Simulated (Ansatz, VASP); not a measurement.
**Two plane-wave programs on ZnS**

```
Zn S
1.0
     3.95387    0.00000    0.00000
    -1.97694    3.42415    0.00000
     0.00000    0.00000    5.96440
Zn S
2 2
Direct
  0.33333 0.66667 0.00522
  0.66667 0.33333 0.50522
  0.33333 0.66667 0.37978
  0.66667 0.33333 0.87978
```

Alike in both runs: task single point; functional PBE; k mesh 12 × 12 × 6; occupations gaussian, width 0.05 eV; no spin polarisation.

|  | VASP | Ansatz |
| --- | --- | --- |
| version | VASP 6.6.1 | Ansatz 0.2.0 |
| potentials or method | VASP PAW PBE potentials, release 64 (Zn, S), cutoff 520 eV | scalar-relativistic, plane waves, PAW |
| valence electrons in the cell | 36 | 36 |

|  | VASP | Ansatz | Ansatz less VASP |
| --- | --- | --- | --- |
| gap on the k mesh at the Fermi level (eV) | 2.07 | 2.06 | -0.001 |
| least direct gap on the mesh (eV) | 2.07 | 2.06 | -0.001 |
| pressure (GPa) | 1.1 | 1.0 | -0.16 |
| traceless stress, the component that is largest in VASP (GPa) | 8.17 | 8.13 | -0.039 |
| rms of the force components (eV/Å) | 0.394 | 0.390 | -0.0040 |

Atom by atom the forces differ by 0.004 eV/Å (rms over components).
